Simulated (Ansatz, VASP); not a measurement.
# Rb: VASP beside Ansatz

```
Rb
1.0
     0.00000    4.49940    4.49940
     4.49940    0.00000    4.49940
     4.49940    4.49940    0.00000
Rb
2
Direct
  0.87500 0.87500 0.87500
  0.12500 0.12500 0.12500
```

Change from the starting cell: volume scaled by 0.7, LAPW.

Alike in both runs: task single point; functional PBEsol; k mesh 8 × 8 × 8; occupations fermi-dirac, width 0.05 eV; no spin polarisation.

|  | VASP | Ansatz |
| --- | --- | --- |
| version | VASP 6.6.1 | Ansatz 0.2.0 |
| potentials or method | VASP PAW PBE potentials, release 64 (Rb_sv), cutoff 520 eV | all-electron LAPW, scalar-relativistic |

```tsv
	VASP	Ansatz	Ansatz less VASP
pressure (GPa)	0.7	0.7	0.00
```

VASP's potentials were made for PBE, not for PBEsol. Ansatz ran all-electron here, and VASP with PAW potentials.
